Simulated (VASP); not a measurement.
Input of a VASP 6.6.1 run:

Contents of INCAR:

```
SYSTEM = CsPbBr3
ALGO = Normal ; EDIFF = 1E-7
EDIFFG = -0.005 ; ENCUT = 450
GGA = PS ; GGA_COMPAT = .FALSE.
IBRION = 2 ; ISIF = 2
ISMEAR = 0 ; LASPH = .TRUE.
LCHARG = .FALSE. ; LREAL = .FALSE.
LWAVE = .FALSE. ; NELM = 120
NELMIN = 4 ; NSW = 50
PREC = Accurate ; SIGMA = 0.01
```

File KPOINTS:

```
k-points
0
G
  3 3 3
  0 0 0
```

Contents of POSCAR:

```
CsPbBr3
1.0
    5.8700000000      0.0000000000      0.0000000000
    0.0000000000      5.8700000000      0.0000000000
    0.0000000000      0.0000000000      5.8700000000
Cs Pb Br
1 1 3
Direct
    0.0000000000      0.0000000000      0.0000000000
    0.5000000000      0.5000000000      0.5000000000
    0.0000000000      0.5000000000      0.5000000000
    0.5000000000      0.0000000000      0.5000000000
    0.5000000000      0.5000000000      0.0000000000
```

Potentials or basis: VASP PAW PBE potentials, release 64 (Cs_sv, Pb_d, Br).

Command:

```sh
$ cat potpaw_PBE.64/Cs_sv/POTCAR potpaw_PBE.64/Pb_d/POTCAR potpaw_PBE.64/Br/POTCAR > POTCAR
$ mpirun -np 1 vasp_std > vasp.out
```

(1) Predict the band gap on the k mesh.

Results:

(1) 3.93 eV.

Caveat: the relaxation stopped at its first step, so nothing moved; spin-orbit coupling is left out, which moves the levels of the heavy elements; an odd mesh through Γ misses points on the zone boundary, where band edges can lie.
